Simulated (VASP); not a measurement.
# Nb (Im-3m) in VASP: notebook

The runs below take Nb through single point, with r2SCAN.

All numbers are computed with VASP 6.6.1; they aren't measurements. Logs are shortened: lines on timing, memory, paths and dates and some standing lists are left out, and cuts for length are marked.

## Step 1: The cell of the first run

Symmetry: Im-3m, No. 229, cubic system. Conventional cell: a = 2.533 Å, b = 2.533 Å, c = 2.533 Å, α = 90.00°, β = 90.00°, γ = 90.00°. Nb (site symmetry m-3m) has 14 Nb at 2.19 to 2.53 Å within 2.9 Å.

## Step 2: Single point, r2SCAN (8.12 Å³/atom)

POSCAR reads:

```
Nb
1.0
   -1.2663200577      1.2663200577      1.2663200577
    1.2663200577     -1.2663200577      1.2663200577
    1.2663200577      1.2663200577     -1.2663200577
Nb
1
Direct
    0.0000000000      0.0000000000      0.0000000000
```

INCAR.step1 reads:

```
ALGO = Normal
EDIFF = 1E-4
ENCUT = 520
GGA = PE
ISMEAR = -1
LASPH = True
LCHARG = False
LREAL = False
LWAVE = True
NBANDS = 12
NELM = 60
PREC = Accurate
SIGMA = 0.1
```

INCAR.step2 reads:

```
ALGO = Normal
EDIFF = 1E-6
ENCUT = 520
ISIF = 2
ISMEAR = -1
ISTART = 1
LASPH = True
LCHARG = False
LMIXTAU = True
LREAL = False
LWAVE = False
METAGGA = R2SCAN
NBANDS = 12
NELM = 60
PREC = Accurate
SIGMA = 0.1
```

KPOINTS reads:

```
k-points
0
Gamma
  18 18 18
```

Potentials or basis: VASP PAW PBE potentials, release 64 (Nb_sv).

On the command line:

```console
cat potpaw_PBE.64/Nb_sv/POTCAR > POTCAR
cp INCAR.step1 INCAR
mpirun -np 1 vasp_std > vasp.out
cp INCAR.step2 INCAR
mpirun -np 1 vasp_std > vasp.out
```

OUTCAR:

```text
EDIFF = 1E-6
   ENCUT = 520
   ISIF = 2
   ISMEAR = -1
   ISTART = 1
   LASPH = True
   LREAL = False
   METAGGA = R2SCAN
   NELM = 60
   PREC = Accurate

 ion  position               nearest neighbor table
   1  0.000  0.000  0.000-

  LATTYP: Found a body centered cubic cell.
 ALAT       =     2.5326401154

  Lattice vectors:

 A1 = (  -1.2663200577,   1.2663200577,   1.2663200577)
 A2 = (   1.2663200577,  -1.2663200577,   1.2663200577)
 A3 = (   1.2663200577,   1.2663200577,  -1.2663200577)

Analysis of symmetry for initial positions (statically):
=====================================================================
 Subroutine PRICEL returns:
 Original cell was already a primitive cell.

 Routine SETGRP: Setting up the symmetry group for a
 body centered cubic supercell.

 Subroutine GETGRP returns: Found 48 space group operations
 (whereof 48 operations were pure point group operations)
 out of a pool of 48 trial point group operations.

The static configuration has the point symmetry O_h .

Analysis of symmetry for dynamics (positions and initial velocities):
=====================================================================
 Subroutine PRICEL returns:
 Original cell was already a primitive cell.

 Routine SETGRP: Setting up the symmetry group for a
 body centered cubic supercell.

 Subroutine GETGRP returns: Found 48 space group operations
 (whereof 48 operations were pure point group operations)
 out of a pool of 48 trial point group operations.

The dynamic configuration has the point symmetry O_h .

 Subroutine INISYM returns: Found 48 space group operations
 (whereof 48 operations are pure point group operations),
 and found     1 'primitive' translations

----------------------------------------------------------------------------------------

                                     Primitive cell

  volume of cell :       8.1225

  direct lattice vectors                    reciprocal lattice vectors
    -1.266320058  1.266320058  1.266320058     0.000000000  0.394844887  0.394844887
     1.266320058 -1.266320058  1.266320058     0.394844887  0.000000000  0.394844887
     1.266320058  1.266320058 -1.266320058     0.394844887  0.394844887  0.000000000

  length of vectors
     2.193330679  2.193330679  2.193330679     0.558394994  0.558394994  0.558394994

  position of ions in fractional coordinates (direct lattice)
     0.000000000  0.000000000  0.000000000

  ion indices of the primitive-cell ions
   primitive index   ion index
                 1           1

----------------------------------------------------------------------------------------

 KPOINTS: k-points

Automatic generation of k-mesh.
 Grid dimensions read from file:
 generate k-points for:   18   18   18

 Generating k-lattice:

  Cartesian coordinates                     Fractional coordinates (reciprocal lattice)
     0.000000000  0.021935827  0.021935827     0.055555556  0.000000000  0.000000000
     0.021935827  0.000000000  0.021935827     0.000000000  0.055555556  0.000000000
     0.021935827  0.021935827  0.000000000     0.000000000  0.000000000  0.055555556

  Length of vectors
     0.031021944  0.031021944  0.031021944

  Shift w.r.t. Gamma in fractional coordinates (k-lattice)
     0.000000000  0.000000000  0.000000000

 Subroutine IBZKPT returns following result:
 ===========================================

 Found    195 irreducible k-points:

 Following reciprocal coordinates:
            Coordinates               Weight
  0.000000  0.000000  0.000000      1.000000
  0.055556  0.000000  0.000000     12.000000
  0.111111  0.000000  0.000000     12.000000
  0.166667  0.000000  0.000000     12.000000
  0.222222  0.000000  0.000000     12.000000
  0.277778  0.000000  0.000000     12.000000
[... 16 lines left out ...]
  0.333333  0.111111  0.000000     48.000000
  0.388889  0.111111  0.000000     48.000000
 [... further k-points ...]
   k-points           NKPTS =    195   k-points in BZ     NKDIM =    195   number of bands    NBANDS=     12
   number of dos      NEDOS =    301   number of ions     NIONS =      1
   total plane-waves  NPLWV =   4096
   dimension x,y,z NGX =    16 NGY =   16 NGZ =   16
   dimension x,y,z NGXF=    32 NGYF=   32 NGZF=   32
   ions per type =               1
   NGX,Y,Z   is equivalent  to a cutoff of  12.13, 12.13, 12.13 a.u.
   NGXF,Y,Z  is equivalent  to a cutoff of  24.25, 24.25, 24.25 a.u.
 SYSTEM =  unknown system
   PREC   = accura    normal or accurate (medium, high low for compatibility)
   ISTART =      1    job   : 0-new  1-cont  2-samecut
   ICHARG =      0    charge: 1-file 2-atom 10-const
   ISPIN  =      1    spin polarized calculation?
   LNONCOLLINEAR =      F non collinear calculations
   LSORBIT =      F    spin-orbit coupling
   LASPH  =      T    aspherical Exc in radial PAW
   ENCUT  =  520.0 eV  38.22 Ry    6.18 a.u.   4.08  4.08  4.08*2*pi/ulx,y,z
   NELM   =     60;   NELMIN=  2; NELMDL=  0     # of ELM steps
   EDIFF  = 0.1E-05   stopping-criterion for ELM
   LREAL  =      F    real-space projection
   EDIFFG = 0.1E-04   stopping-criterion for IOM
   NSW    =      0    number of steps for IOM
   IBRION =     -1    ionic relax: 0-MD 1-quasi-New 2-CG
   NFREE  =      0    steps in history (QN), initial steepest desc. (CG)
   ISIF   =      2    stress and relaxation
   ISYM   =      2    0-nonsym 1-usesym 2-fastsym
   POTIM  = 0.5000    time-step for ionic-motion
   TEBEG  =    0.0;   TEEND  =   0.0 temperature during run
   PSTRESS=    0.0 pullay stress
   NELECT =      13.0000    total number of electrons
   NUPDOWN=      -1.0000    fix difference up-down
   EMIN   =  10.00;   EMAX   =-10.00  energy-range for DOS
   EFERMI =   0.00;   METHOD = LEGACY
   ISMEAR =    -1;   SIGMA  =   0.10  broadening in eV -4-tet -1-fermi 0-gaus
   EFERMI_NEDOS =   21; number of points for ismear=-14 and -15
   IALGO  =     38    algorithm
   IMIX   =      4    mixing-type and parameters
     AMIX     =   0.40;   BMIX     =  1.00
     AMIX_MAG =   1.60;   BMIX_MAG =  1.00
  volume/ion in A,a.u.               =       8.12        54.81
  Fermi-wavevector in a.u.,A,eV,Ry     =   1.914957  3.618745 49.893409  3.667062
  Thomas-Fermi vector in A             =   2.950757
   LORBIT       =      0    0 simple, 1 ext, 2 COOP (PROOUT), +10 PAW based schemes
   METAGGA = R2SCAN    functional components
   LHFCALC =     F    Hartree Fock is set to
   AEXX    =    0.0000 exact exchange contribution
   IVDW    =     0    specifies the selected vdW correction
   LEPSILON=     F    determine dielectric tensor
   LRPA    =     F    only Hartree local field effects (RPA)
 non-spin polarized calculation
  energy-cutoff  :      520.00
  volume of cell :        8.12
 maximum number of plane-waves:       236
   NGX =  9   NGY =  9   NGZ =  9

 number of electron      13.0000002 magnetization

 Free energy of the ion-electron system (eV)
  ---------------------------------------------------
  ext. energy  EPLUGINS =         0.00000000
  ---------------------------------------------------
  free energy    TOTEN  =       -15.07674779 eV

  energy without entropy =      -15.06362297  energy(sigma->0) =      -15.07018538

 E-fermi :  28.3591     XC(G=0): -18.9723

 val. band max:       28.3509703661   @ k =  -0.2222   0.2222   0.0556
 cond. band min:      28.4107700778   @ k =  -0.2222   0.3333   0.1111
 fundamental gap:      0.0597997118
 Fermi energy:        28.3591105167

 k-point     1 :       0.0000    0.0000    0.0000
  band No.  band energies     occupation
      1     -32.8792      2.00000
      2      -0.5115      2.00000
      3      -0.5115      2.00000
      4      -0.5115      2.00000
      5      24.4724      2.00000
      6      25.6296      2.00000
      7      25.6296      2.00000
      8      25.6296      2.00000
      9      32.2188      0.00000
     10      32.2188      0.00000
     11      42.5403      0.00000
     12      42.5403      0.00000

 k-point     2 :       0.0556    0.0000    0.0000
  band No.  band energies     occupation
      1     -32.7909      2.00000
      2      -0.9045      2.00000
      3      -0.6346      2.00000
      4      -0.5246      2.00000
      5      24.7579      2.00000
      6      25.3689      2.00000
      7      25.6673      2.00000
      8      25.9945      2.00000
      9      31.6448      0.00000
     10      32.1511      0.00000
     11      42.9365      0.00000
     12      43.0887      0.00000

 k-point     3 :       0.1111    0.0000    0.0000
  band No.  band energies     occupation
      1     -32.5302      2.00000
      2      -1.9870      2.00000
      3      -0.9768      2.00000
      4      -0.5623      2.00000
      5      24.5462      2.00000
      6      24.6838      2.00000
      7      26.6333      2.00000
      8      27.0585      2.00000
      9      30.7388      0.00000
     10      32.0170      0.00000
     11      44.0124      0.00000
     12      44.6365      0.00000
[... 286 lines left out ...]
 k-point    23 :       0.3333    0.1111    0.0000
  band No.  band energies     occupation
      1     -29.4872      2.00000
      2      -9.9787      2.00000
      3      -4.0881      2.00000
      4      -1.4501      2.00000
      5      19.7263      2.00000
      6      21.5248      2.00000
      7      30.8532      0.00000
      8      33.8919      0.00000
      9      36.7534      0.00000
     10      41.8930      0.00000
     11      45.4083      0.00000
     12      54.4668      0.00000

 k-point    24 :       0.3889    0.1111    0.0000
  band No.  band energies     occupation
      1     -29.0745      2.00000
      2     -10.7951      2.00000
      3      -4.3877      2.00000
      4      -1.5065      2.00000
      5      19.2723      2.00000
      6      21.2724      2.00000
      7      31.9026      0.00000
      8      33.7858      0.00000
      9      38.4610      0.00000
     10      43.1141      0.00000
     11      44.8566      0.00000
     12      55.5902      0.00000

 [... further k-points ...]

------------------------ aborting loop because EDIFF is reached ----------------------------------------

  FORCE on cell =-STRESS in cart. coord.  units (eV):
  Direction    XX          YY          ZZ          XY          YZ          ZX
  --------------------------------------------------------------------------------------
  -------------------------------------------------------------------------------------
  Total       30.9405986     30.9405986     30.9405986     -0.0000000     -0.0000000      0.0000000
  in kB     6103.0769367   6103.0769367   6103.0769367     -0.0000000     -0.0000000      0.0000000
  external PRESSURE =    6103.0769367 kB  Pullay stress =       0.0000000 kB

 VOLUME and BASIS-vectors are now :
 -----------------------------------------------------------------------------
  energy-cutoff  :      520.00
  volume of cell :        8.12
      direct lattice vectors                 reciprocal lattice vectors
    -1.266320058  1.266320058  1.266320058     0.000000000  0.394844887  0.394844887
     1.266320058 -1.266320058  1.266320058     0.394844887  0.000000000  0.394844887
     1.266320058  1.266320058 -1.266320058     0.394844887  0.394844887  0.000000000

 POSITION                                       TOTAL-FORCE (eV/Angst)
 -----------------------------------------------------------------------------------
      0.00000      0.00000      0.00000         0.000000      0.000000     -0.000000
 -----------------------------------------------------------------------------------
    total drift:                                0.000000      0.000000     -0.000000

  FREE ENERGIE OF THE ION-ELECTRON SYSTEM (eV)
  ---------------------------------------------------
  free  energy   TOTEN  =       -15.0767477933 eV

  energy  without entropy=      -15.0636229747  energy(sigma->0) =      -15.07018538
```

Run time: 40 s. Hardware: 1 thread of Intel Xeon 8259CL, shared host; peak memory 0.13 GiB.

The run converged, but its numbers aren't listed here, since they failed a check.

Caveat: the cell stands under pressure; the PAW data sets were made with another functional, which shifts forces and pressure a little.

## Step 3: Single point, r2SCAN (9.93 Å³/atom)

This run uses another cell than the first one, of 9.93 Å³/atom.

POSCAR reads:

```
Nb
1.0
   -1.3539216859      1.3539216859      1.3539216859
    1.3539216859     -1.3539216859      1.3539216859
    1.3539216859      1.3539216859     -1.3539216859
Nb
1
Direct
    0.0000000000      0.0000000000      0.0000000000
```

INCAR.step1 reads:

```
SYSTEM = Nb
  PREC = Accurate
  ENCUT = 520
  ISMEAR = -1
  SIGMA = 0.1
  LREAL = .False.
  LASPH = .True.
  NELM = 80
  NBANDS = 12
  GGA = PE
  ALGO = Normal
  EDIFF = 1E-4
  LWAVE = .True.
  LCHARG = .False.
```

INCAR.step2 reads:

```
SYSTEM = Nb
  PREC = Accurate
  ENCUT = 520
  EDIFF = 1E-7
  ISMEAR = -1
  SIGMA = 0.1
  LREAL = .False.
  LASPH = .True.
  NELM = 80
  ALGO = Normal
  ISIF = 2
  LWAVE = .False.
  LCHARG = .True.
  METAGGA = R2SCAN
  LMIXTAU = .True.
  LELF = .True.
  LVHAR = .True.
  NBANDS = 12
  ISTART = 1
```

KPOINTS reads:

```
Automatic mesh
0
Gamma
  18 18 18
  0 0 0
```

Potentials or basis: VASP PAW PBE potentials, release 64 (Nb_sv).

On the command line:

```console
cat potpaw_PBE.64/Nb_sv/POTCAR > POTCAR
cp INCAR.step1 INCAR
mpirun -np 1 vasp_std > vasp.out
cp INCAR.step2 INCAR
mpirun -np 1 vasp_std > vasp.out
```

Wall time 2.2 min (1 thread of Intel Xeon 8259CL, shared host); peak memory 0.14 GiB.

It converged, with:

```yaml
Free_energy: -20.0389 eV
Pressure: 306.0 GPa
Band_gap_on_the_k_mesh: zero (an odd number of electrons rules out a gap without spin polarisation)
```

Levels at points of the mesh, in eV from the Fermi level:
| k point | band 4 | band 5 | band 6 | band 7 | band 8 | band 9 |
| --- | --- | --- | --- | --- | --- | --- |
| (0.00, 0.00, 0.00) | -29.23 | -5.73 | -1.36 | -1.36 | -1.36 | 4.19 |
| (0.50, 0.00, 0.00) | -29.45 | -8.15 | -5.72 | 5.22 | 6.41 | 7.68 |
| (0.50, 0.50, 0.50) | -33.80 | -10.23 | -10.23 | 10.14 | 10.14 | 10.14 |

Caveat: the cell stands under pressure; the PAW data sets were made with another functional, which shifts forces and pressure a little.

## Step 4: Single point, r2SCAN (11.55 Å³/atom)

This run uses another cell than the first one, of 11.55 Å³/atom.

POSCAR reads:

```
Nb
1.0
   -1.4240742685      1.4240742685      1.4240742685
    1.4240742685     -1.4240742685      1.4240742685
    1.4240742685      1.4240742685     -1.4240742685
Nb
1
Direct
    0.0000000000      0.0000000000      0.0000000000
```

INCAR.step1 reads:

```
SYSTEM = Nb
ALGO     = Normal         ! electronic algorithm
EDIFF    = 1E-4           ! SCF threshold, eV
ENCUT    = 520            ! plane-wave cutoff, eV
GGA      = PE             ! functional
ISMEAR   = -1             ! smearing method
LASPH    = .TRUE.         ! aspherical terms in the spheres
LCHARG   = .FALSE.        ! write CHGCAR
LREAL    = .FALSE.        ! projectors in reciprocal space
LWAVE    = .TRUE.         ! write WAVECAR
NBANDS   = 12             ! bands
NELM     = 80             ! most SCF steps
PREC     = Accurate       ! precision mode
SIGMA    = 0.1            ! smearing width, eV
```

INCAR.step2 reads:

```
SYSTEM = Nb
ALGO     = Normal         ! electronic algorithm
EDIFF    = 1E-7           ! SCF threshold, eV
ENCUT    = 520            ! plane-wave cutoff, eV
ISIF     = 2              ! what is computed and relaxed
ISMEAR   = -1             ! smearing method
ISTART   = 1            
LASPH    = .TRUE.         ! aspherical terms in the spheres
LCHARG   = .FALSE.        ! write CHGCAR
LMIXTAU  = .TRUE.       
LREAL    = .FALSE.        ! projectors in reciprocal space
LWAVE    = .FALSE.        ! write WAVECAR
METAGGA  = R2SCAN         ! meta-GGA
NBANDS   = 12             ! bands
NELM     = 80             ! most SCF steps
PREC     = Accurate       ! precision mode
SIGMA    = 0.1            ! smearing width, eV
```

KPOINTS reads:

```
k-points
0
G
  18 18 18
  0 0 0
```

On the command line:

```console
cat potpaw_PBE.64/Nb_sv/POTCAR > POTCAR
cp INCAR.step1 INCAR
mpirun -np 1 vasp_std > vasp.out
cp INCAR.step2 INCAR
mpirun -np 1 vasp_std > vasp.out
```

Run time: 3.1 min. Hardware: 1 thread of Intel Xeon 8259CL, shared host; peak memory 0.15 GiB.

It converged, with:

| Quantity | Value |
| --- | --- |
| Free energy | -22.4036 eV |
| Pressure | 173.4 GPa |
| Band gap on the k mesh | zero (an odd number of electrons rules out a gap without spin polarisation) |

Levels at points of the mesh, in eV from the Fermi level:
```tsv
k point	band 2	band 3	band 4	band 5	band 6	band 7	band 8	band 9	band 10	band 11
(0.00, 0.00, 0.00)	-29.41	-29.41	-29.41	-6.30	-0.50	-0.50	-0.50	4.34	4.34	15.35
(0.50, 0.00, 0.00)	-34.38	-30.88	-29.54	-6.69	-4.19	4.97	5.87	6.06	10.73	13.04
(0.50, 0.50, 0.50)	-32.63	-32.63	-32.63	-7.99	-7.99	9.09	9.09	9.09	14.34	14.34
```

Caveat: the cell stands under pressure; the PAW data sets were made with another functional, which shifts forces and pressure a little.
